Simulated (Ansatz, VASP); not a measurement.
## Sn: VASP beside Ansatz

The input INCAR:

```
ALGO = Normal
EDIFF = 1E-7
ENCUT = 520
GGA = PE
ISIF = 2
ISMEAR = -1
LASPH = True
LCHARG = True
LELF = True
LREAL = False
LVHAR = True
LWAVE = False
NBANDS = 13
NELM = 60
PREC = Accurate
SIGMA = 0.03
```

File KPOINTS:

```
k-points
0
Gamma
  14 14 14
```

The input POSCAR:

```
Sn
1.0
    3.0249104331      0.0000000000      0.0000000000
    0.0000000000      3.0249104331      0.0000000000
    0.0000000000      0.0000000000      3.0249104331
Sn
1
Direct
    0.0000000000      0.0000000000      0.0000000000
```

Input for Ansatz:

```yaml
crystal:
  lattice:
    - [3.0249104331, 0.0, 0.0]
    - [0.0, 3.0249104331, 0.0]
    - [0.0, 0.0, 3.0249104331]
  atoms:
    - { symbol: Sn, position: [0.0, 0.0, 0.0] }
kpoints:
  mp_grid: { grid: [14, 14, 14] }
scf:
  occupations: { method: fermi_dirac, width: 0.03 }
hamiltonian:
  xc: pbe
  pseudopotentials: { kind: all_electron, lapw: { basis_error: 0.001 } }
output:
  forces: true
  stress: true
  eigenvalues: true
```

Change from the starting cell: volume scaled by 0.9405.

Alike in both runs: task single point; functional PBE; k mesh 14 × 14 × 14; occupations fermi-dirac, width 0.03 eV; no spin polarisation.

|  | VASP | Ansatz |
| --- | --- | --- |
| version | VASP 6.6.1 | Ansatz 0.2.0 |
| potentials or method | VASP PAW PBE potentials, release 64 (Sn_d), cutoff 520 eV | all-electron LAPW, scalar-relativistic |

Ansatz gave:

| Property | Result |
| --- | --- |
| pressure (GPa) | 3.3 |

Question: Estimate VASP's values.

Answer: Pressure (GPa): 3.2.

Ansatz ran all-electron here, and VASP with PAW potentials.
